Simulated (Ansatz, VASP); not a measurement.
AlAs in VASP and in Ansatz

```
CELL_PARAMETERS angstrom
0.00000 2.83893 2.83893
2.83893 0.00000 2.83893
2.83893 2.83893 0.00000
ATOMIC_POSITIONS crystal
Al 0.00000 0.00000 0.00000
As 0.25000 0.25000 0.25000
```

Alike in both runs: task single point; functional PBEsol; k mesh 6 × 6 × 6; no spin polarisation.

|  | VASP | Ansatz |
| --- | --- | --- |
| version | VASP 6.6.1 | Ansatz 0.2.0 |
| potentials or method | VASP PAW PBE potentials, release 64 (Al, As) | plane waves |
| plane-wave cutoff (eV) | 500 | 420 |
| occupations | gaussian, width 0.01 eV | fixed |
| valence electrons in the cell | 8 | 18 |

VASP gave:

* gap on the k mesh at the Fermi level (eV): 1.33
* pressure (GPa): 0.2

Q: What did Ansatz give for the same quantities?

A: gap on the k mesh at the Fermi level (eV): 1.34; pressure (GPa): -0.1.

VASP's potentials were made for PBE, not for PBEsol. VASP's potentials hold 8 valence electrons a cell and Ansatz's 18, so a difference there can come from the potentials and not from the codes.
